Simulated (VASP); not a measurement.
# Ta2AlF3 (P4/mmm) in VASP: notebook, part 2 of 2

VASP 6.6.1. The steps go on from the part before.

## 4. Relaxation of cell and atoms, PBE

INCAR

```
PREC = Accurate
ENCUT = 600
EDIFF = 1E-6
ISMEAR = 0
SIGMA = 0.1
LREAL = False
LASPH = True
NELM = 60
ALGO = Normal
ISIF = 3
LWAVE = False
LCHARG = False
GGA = PE
IBRION = 2
NSW = 90
EDIFFG = -0.04
```

KPOINTS

```
regular mesh
0
Gamma
  6 6 2
```

POSCAR

```
Ta2AlF3
1.0
    3.0659323300      0.0000000000      0.0000000000
    0.0000000000      3.0659323300      0.0000000000
    0.0000000000      0.0000000000     10.2488216500
Ta Al F
2 1 3
Direct
    0.5000000000      0.5000000000      0.8473602500
    0.5000000000      0.5000000000      0.1526397500
    0.5000000000      0.5000000000      0.5000000000
    0.0000000000      0.0000000000      0.0000000000
    0.0000000000      0.0000000000      0.7145522800
    0.0000000000      0.0000000000      0.2854477200
```

Potentials or basis: VASP PAW PBE potentials, release 64 (Ta_pv, Al, F).

The run is started by

```sh
$ cat potpaw_PBE.64/Ta_pv/POTCAR potpaw_PBE.64/Al/POTCAR potpaw_PBE.64/F/POTCAR > POTCAR
$ mpirun -np 1 vasp_std > vasp.out
```

OUTCAR:

```text
PREC = Accurate
   ENCUT = 600
   EDIFF = 1E-6
   ISMEAR = 0
   LREAL = False
   LASPH = True
   NELM = 60
   ISIF = 3
   GGA = PE
   IBRION = 2
   NSW = 90
   EDIFFG = -0.04

 ion  position               nearest neighbor table
   1  0.500  0.500  0.847-   5 2.56   5 2.56   5 2.56   5 2.56   4 2.67   4 2.67   4 2.67   4 2.67
                             2 3.13
   2  0.500  0.500  0.153-   6 2.56   6 2.56   6 2.56   6 2.56   4 2.67   4 2.67   4 2.67   4 2.67
                             1 3.13
   3  0.500  0.500  0.500-
   4  0.000  0.000  0.000-   1 2.67   2 2.67   1 2.67   2 2.67   1 2.67   2 2.67   1 2.67   2 2.67

   5  0.000  0.000  0.715-   1 2.56   1 2.56   1 2.56   1 2.56
   6  0.000  0.000  0.285-   2 2.56   2 2.56   2 2.56   2 2.56

  LATTYP: Found a simple tetragonal cell.
 ALAT       =     3.0659323300
 C/A-ratio  =     3.3428075205

  Lattice vectors:

 A1 = (   3.0659323300,   0.0000000000,   0.0000000000)
 A2 = (   0.0000000000,   3.0659323300,   0.0000000000)
 A3 = (   0.0000000000,   0.0000000000,  10.2488216500)

Analysis of symmetry for initial positions (statically):
=====================================================================
[... 167 lines left out ...]

 number of electron      46.0000026 magnetization

 Free energy of the ion-electron system (eV)
  ---------------------------------------------------
  ext. energy  EPLUGINS =         0.00000000
  ---------------------------------------------------
  free energy    TOTEN  =       -35.26330511 eV

  energy without entropy =      -35.24732457  energy(sigma->0) =      -35.25531484

------------------------ aborting loop because EDIFF is reached ----------------------------------------

  FORCE on cell =-STRESS in cart. coord.  units (eV):
  Direction    XX          YY          ZZ          XY          YZ          ZX
  --------------------------------------------------------------------------------------
  -------------------------------------------------------------------------------------
  Total       -6.1927292     -6.1927292     -4.7329399      0.0000000      0.0000000      0.0000000
  in kB     -102.9896551   -102.9896551    -78.7122818      0.0000000      0.0000000      0.0000000
  external PRESSURE =     -94.8971974 kB  Pullay stress =       0.0000000 kB
[... 711 lines left out ...]
     26       6.4814      0.00000
     27       6.8476      0.00000

[... ionic steps 4 to 18 ...]

--------------------------------------- Ionic step       19  -------------------------------------------

 number of electron      45.9999978 magnetization

------------------------ aborting loop because EDIFF is reached ----------------------------------------
[... 682 lines left out ...]
--------------------------------------- Ionic step       21  -------------------------------------------

 number of electron      45.9999979 magnetization

 Free energy of the ion-electron system (eV)
  ---------------------------------------------------
  ext. energy  EPLUGINS =         0.00000000
  ---------------------------------------------------
  free energy    TOTEN  =       -35.88791337 eV

  energy without entropy =      -35.87057631  energy(sigma->0) =      -35.87924484

 E-fermi :   4.3589     XC(G=0):  -9.9972

 val. band max:        4.2932612398   @ k =   0.1667   0.0000   0.0000
 cond. band min:       4.3679397325   @ k =   0.1667   0.1667   0.0000
 fundamental gap:      0.0746784928
 Fermi energy:         4.3589080942
[... 631 lines left out ...]
  FREE ENERGIE OF THE ION-ELECTRON SYSTEM (eV)
  ---------------------------------------------------
  free  energy   TOTEN  =       -35.8879133673 eV

  energy  without entropy=      -35.8705763063  energy(sigma->0) =      -35.87924484

 reached required accuracy - stopping structural energy minimisation
```

OSZICAR:

```text
N       E                     dE             d eps       ncg     rms          rms(c)
DAV:   1     0.408459488193E+03    0.40846E+03   -0.26767E+04  1080   0.183E+03
DAV:   2    -0.960825988943E+01   -0.41807E+03   -0.40912E+03  1269   0.444E+02
DAV:   3    -0.376282248875E+02   -0.28020E+02   -0.26830E+02  1299   0.105E+02
[... 231 lines left out ...]
DAV:   3    -0.358880738553E+02    0.11487E-02   -0.28789E-03  1262   0.320E-01    0.927E-02
DAV:   4    -0.358879262853E+02    0.14757E-03   -0.45437E-04  1405   0.135E-01    0.468E-02
DAV:   5    -0.358879151250E+02    0.11160E-04   -0.55408E-05  1261   0.487E-02    0.249E-02
DAV:   6    -0.358879135366E+02    0.15884E-05   -0.11105E-05  1244   0.203E-02    0.795E-03
DAV:   7    -0.358879133673E+02    0.16923E-06   -0.10352E-06   684   0.750E-03
  21 F= -.35887913E+02 E0= -.35879245E+02  d E =-.151977E-02
```

It took 13 min on 1 thread of AMD EPYC 7R13 (Zen 3), shared host; peak memory 0.22 GiB.

What came out:

```
Free energy                           : -35.8879 eV
Relaxed volume                        : 16.77 Å³/atom
Relaxed cell                          : a = 2.923 Å, b = 2.923 Å, c = 11.783 Å, α = 90.00°, β = 90.00°, γ = 90.00°
Space group after relaxing (to 0.1 Å) : P4/mmm (No. 123)
Energy gained by relaxing             : 104.1 meV/atom
Ionic steps                           : 21
Pressure after relaxing               : -0.2 GPa
Largest force after relaxing          : 0.026 eV/Å
Band gap on the k mesh                : zero (bands 23 and 24 overlap by 2.33 eV)
```

Forces in eV/Å, atoms in the order of the input:
```
Ta   0.000  0.000 -0.026
Ta   0.000  0.000  0.026
Al   0.000  0.000  0.000
F    0.000  0.000  0.000
F    0.000  0.000  0.009
F    0.000  0.000 -0.009
```

Stress tensor (GPa, compression positive):
```
-0.38  0.00  0.00
 0.00 -0.38  0.00
 0.00  0.00  0.20
```

Step by step:
| step | energy change (eV) | largest force (eV/Å) | pressure (GPa) | volume (Å³) |
| --- | --- | --- | --- | --- |
| 1 | 0.0000 | 0.7132 | -9.49 | 96.34 |
| 2 | -0.3008 | 0.2824 | 5.39 | 83.67 |
| 3 | -0.3492 | 0.3800 | 0.52 | 86.77 |
| 4 | -0.3698 | 0.3547 | 0.54 | 87.07 |
| 5 | -0.4231 | 0.2879 | 0.71 | 87.95 |
| 6 | -0.4943 | 0.2345 | 1.44 | 89.70 |
| 7 | -0.4962 | 1.1818 | 4.20 | 93.18 |
| 8 | -0.5236 | 0.5886 | 2.57 | 91.37 |
| 9 | -0.5404 | 0.4847 | 1.92 | 92.19 |
| 10 | -0.5730 | 0.1877 | 0.15 | 94.66 |
| 11 | -0.5681 | 0.3428 | -2.77 | 99.71 |
| 12 | -0.5816 | 0.0698 | -1.32 | 96.99 |
| 13 | -0.5898 | 0.1252 | -1.02 | 97.19 |
| 14 | -0.6029 | 0.3021 | -0.04 | 97.74 |
| 15 | -0.6032 | 0.3386 | 0.17 | 97.84 |
| 16 | -0.6117 | 0.2081 | 0.48 | 98.19 |
| 17 | -0.6177 | 0.1885 | 1.24 | 99.04 |
| 18 | -0.6185 | 0.0861 | 1.01 | 98.84 |
| 19 | -0.6231 | 0.1108 | -0.17 | 100.55 |
| 20 | -0.6231 | 0.1087 | -0.10 | 100.46 |
| 21 | -0.6246 | 0.0262 | -0.19 | 100.65 |

Final structure:
```cif
data_structure
_symmetry_space_group_name_H-M 'P 1'
_symmetry_Int_Tables_number 1
_cell_length_a 2.9227
_cell_length_b 2.9227
_cell_length_c 11.7826
_cell_angle_alpha 90.000
_cell_angle_beta 90.000
_cell_angle_gamma 90.000
_cell_volume 100.65
loop_
_atom_site_label
_atom_site_type_symbol
_atom_site_fract_x
_atom_site_fract_y
_atom_site_fract_z
_atom_site_occupancy
Ta1 Ta 0.50000 0.50000 0.87719 1
Ta2 Ta 0.50000 0.50000 0.12281 1
Al1 Al 0.50000 0.50000 0.50000 1
F1 F 0.00000 0.00000 0.00000 1
F2 F 0.00000 0.00000 0.76581 1
F3 F 0.00000 0.00000 0.23419 1
```

Caveat: spin-orbit coupling is left out, which moves the levels of the heavy elements.

## 5. Single point, PBE

This run uses another cell than the first one, of 17.46 Å³/atom.

INCAR

```
PREC     = Accurate       # precision mode
ENCUT    = 520            # plane-wave cutoff, eV
EDIFF    = 1E-6           # SCF threshold, eV
ISMEAR   = 0              # smearing method
SIGMA    = 0.1            # smearing width, eV
LREAL    = F              # projectors in reciprocal space
LASPH    = T              # aspherical terms in the spheres
NELM     = 80             # most SCF steps
ALGO     = Normal         # electronic algorithm
ISIF     = 2              # what is computed and relaxed
LWAVE    = F              # write WAVECAR
LCHARG   = T              # write CHGCAR
GGA      = PE             # functional
LELF     = T              # ELF
LVHAR    = T            
NBANDS   = 32             # bands
```

KPOINTS

```
regular mesh
0
Gamma
  14 14 4
```

POSCAR

```
Ta2AlF3
1.0
    2.9421333025      0.0000000000      0.0000000000
    0.0000000000      2.9421333025      0.0000000000
    0.0000000000      0.0000000000     12.1041107954
Ta Al F
2 1 3
Direct
    0.5000000000      0.5000000000      0.8821170209
    0.5000000000      0.5000000000      0.1178829791
    0.5000000000      0.5000000000      0.5000000000
    0.0000000000      0.0000000000      0.0000000000
    0.0000000000      0.0000000000      0.7764673604
    0.0000000000      0.0000000000      0.2235326396
```

Potentials or basis: VASP PAW PBE potentials, release 64 (Ta_pv, Al, F).

The run is started by

```sh
$ cat potpaw_PBE.64/Ta_pv/POTCAR potpaw_PBE.64/Al/POTCAR potpaw_PBE.64/F/POTCAR > POTCAR
$ mpirun -np 1 vasp_std > vasp.out
```

OUTCAR:

```text
PREC = Accurate
   ENCUT = 520
   EDIFF = 1E-6
   ISMEAR = 0
   LREAL = F
   LASPH = T
   NELM = 80
   ISIF = 2
   GGA = PE

 ion  position               nearest neighbor table
   1  0.500  0.500  0.882-   5 2.44   5 2.44   5 2.44   5 2.44   4 2.52   4 2.52   4 2.52   4 2.52
                             2 2.85
   2  0.500  0.500  0.118-   6 2.44   6 2.44   6 2.44   6 2.44   4 2.52   4 2.52   4 2.52   4 2.52
                             1 2.85
   3  0.500  0.500  0.500-
   4  0.000  0.000  0.000-   1 2.52   2 2.52   1 2.52   2 2.52   1 2.52   2 2.52   1 2.52   2 2.52

   5  0.000  0.000  0.776-   1 2.44   1 2.44   1 2.44   1 2.44
   6  0.000  0.000  0.224-   2 2.44   2 2.44   2 2.44   2 2.44

  LATTYP: Found a simple tetragonal cell.
 ALAT       =     2.9421333025
 C/A-ratio  =     4.1140592729

  Lattice vectors:

 A1 = (   2.9421333025,   0.0000000000,   0.0000000000)
 A2 = (   0.0000000000,   2.9421333025,   0.0000000000)
 A3 = (   0.0000000000,   0.0000000000,  12.1041107954)

Analysis of symmetry for initial positions (statically):
[... 186 lines left out ...]
 fundamental gap:      0.0024751561
 Fermi energy:         4.0730837455

 k-point     1 :       0.0000    0.0000    0.0000
  band No.  band energies     occupation
      1     -31.9711      2.00000
      2     -31.5437      2.00000
      3     -31.4832      2.00000
      4     -31.4832      2.00000
      5     -31.4437      2.00000
      6     -31.4437      2.00000
[... 829 lines left out ...]
     31       6.3179      0.00000
     32       6.9279      0.00000

 [... further k-points ...]

------------------------ aborting loop because EDIFF is reached ----------------------------------------

  FORCE on cell =-STRESS in cart. coord.  units (eV):
  Direction    XX          YY          ZZ          XY          YZ          ZX
  --------------------------------------------------------------------------------------
  -------------------------------------------------------------------------------------
  Total       -0.0271937     -0.0271937     -0.0847285      0.0000000      0.0000000      0.0000000
  in kB       -0.4158351     -0.4158351     -1.2956345      0.0000000      0.0000000      0.0000000
  external PRESSURE =      -0.7091016 kB  Pullay stress =       0.0000000 kB

 VOLUME and BASIS-vectors are now :
 -----------------------------------------------------------------------------
  energy-cutoff  :      520.00
  volume of cell :      104.77
      direct lattice vectors                 reciprocal lattice vectors
     2.942133302  0.000000000  0.000000000     0.339889426  0.000000000  0.000000000
     0.000000000  2.942133302  0.000000000     0.000000000  0.339889426  0.000000000
     0.000000000  0.000000000 12.104110795     0.000000000  0.000000000  0.082616560

 POSITION                                       TOTAL-FORCE (eV/Angst)
 -----------------------------------------------------------------------------------
      1.47107      1.47107     10.67724         0.000000     -0.000000      0.011469
      1.47107      1.47107      1.42687         0.000000     -0.000000     -0.011469
      1.47107      1.47107      6.05206        -0.000000      0.000000      0.000000
      0.00000      0.00000      0.00000        -0.000000      0.000000      0.000000
      0.00000      0.00000      9.39845        -0.000000      0.000000     -0.017835
      0.00000      0.00000      2.70566        -0.000000      0.000000      0.017835
 -----------------------------------------------------------------------------------
    total drift:                                0.000000     -0.000000      0.000000

  FREE ENERGIE OF THE ION-ELECTRON SYSTEM (eV)
  ---------------------------------------------------
  free  energy   TOTEN  =       -35.7415985616 eV

  energy  without entropy=      -35.7242860422  energy(sigma->0) =      -35.73294230
```

OSZICAR:

```text
N       E                     dE             d eps       ncg     rms          rms(c)
DAV:   1     0.378377204366E+03    0.37838E+03   -0.24292E+04  7016   0.137E+03
DAV:   2    -0.150124003126E+02   -0.39339E+03   -0.37590E+03  8336   0.372E+02
DAV:   3    -0.379144888789E+02   -0.22902E+02   -0.22322E+02  8560   0.870E+01
DAV:   4    -0.383166165089E+02   -0.40213E+00   -0.39712E+00  8040   0.117E+01
DAV:   5    -0.383268691418E+02   -0.10253E-01   -0.10228E-01  8912   0.151E+00    0.157E+01
DAV:   6    -0.360563480267E+02    0.22705E+01   -0.11295E+01  8768   0.201E+01    0.763E+00
DAV:   7    -0.358781271474E+02    0.17822E+00   -0.22066E+00  8192   0.642E+00    0.470E+00
DAV:   8    -0.358177070704E+02    0.60420E-01   -0.72315E-01  8536   0.410E+00    0.227E+00
DAV:   9    -0.357421505361E+02    0.75557E-01   -0.15317E-01  8376   0.188E+00    0.289E-01
DAV:  10    -0.357413960395E+02    0.75450E-03   -0.16569E-02  8000   0.719E-01    0.172E-01
DAV:  11    -0.357415317150E+02   -0.13568E-03   -0.13453E-03  8608   0.245E-01    0.516E-02
DAV:  12    -0.357415682240E+02   -0.36509E-04   -0.11930E-04  8224   0.812E-02    0.267E-02
DAV:  13    -0.357415940529E+02   -0.25829E-04   -0.51792E-05  7896   0.440E-02    0.894E-03
DAV:  14    -0.357415984069E+02   -0.43539E-05   -0.80944E-06  7680   0.188E-02    0.366E-03
DAV:  15    -0.357415985616E+02   -0.15469E-06   -0.12243E-06  6264   0.862E-03
   1 F= -.35741599E+02 E0= -.35732942E+02  d E =-.173125E-01
```

Run time: 5.7 min. Hardware: 1 thread of AMD EPYC 7R13 (Zen 3), shared host; peak memory 0.41 GiB.

Results:

```
Free energy            : -35.7416 eV
Pressure               : -0.1 GPa
Largest force          : 0.018 eV/Å
Band gap on the k mesh : zero (bands 23 and 24 overlap by 2.21 eV)
```

Forces on the atoms (eV/Å):
```
Ta   0.000  0.000  0.011
Ta   0.000  0.000 -0.011
Al   0.000  0.000  0.000
F    0.000  0.000  0.000
F    0.000  0.000 -0.018
F    0.000  0.000  0.018
```

Stress tensor (GPa, compression positive):
```
-0.04  0.00  0.00
 0.00 -0.04  0.00
 0.00  0.00 -0.13
```

Caveat: spin-orbit coupling is left out, which moves the levels of the heavy elements.

## 6. Overview

| task | cell | k mesh | cutoff (eV) | gap on the mesh (eV) | pressure (GPa) | largest force (eV/Å) |
| --- | --- | --- | --- | --- | --- | --- |
| single point | a = 3.066, b = 3.066, c = 10.249 Å, 6 atoms, atomic positions A | 6 × 6 × 2 | 520 | none | -9.5 | 0.71 |
| single point | a = 2.898, b = 2.898, c = 12.192 Å, 6 atoms, atomic positions B | 6 × 6 × 2 | 520 | none | -0.2 | 0.04 |
| relaxation of cell and atoms | relaxed from a = 3.066, b = 3.066, c = 10.249 Å, 6 atoms, atomic positions A | 6 × 6 × 2 | 600 | none | -0.2 | 0.03 |
| single point | a = 2.942, b = 2.942, c = 12.104 Å, 6 atoms, atomic positions C | 14 × 14 × 4 | 520 | none | -0.1 | 0.02 |

Alike in all rows: level PBE; potentials or basis VASP PAW PBE potentials, release 64 (Ta_pv, Al, F); no spin polarisation; smearing gaussian 0.1 eV.

Caveats: some runs use coarse meshes; spin-orbit coupling is left out, which moves the levels of the heavy elements; the cell stands under tension (at least some runs).

Absolute energies hang on the potentials; compare differences alone.

The gap in the log of VASP goes by the Fermi energy; the results here count the filled bands.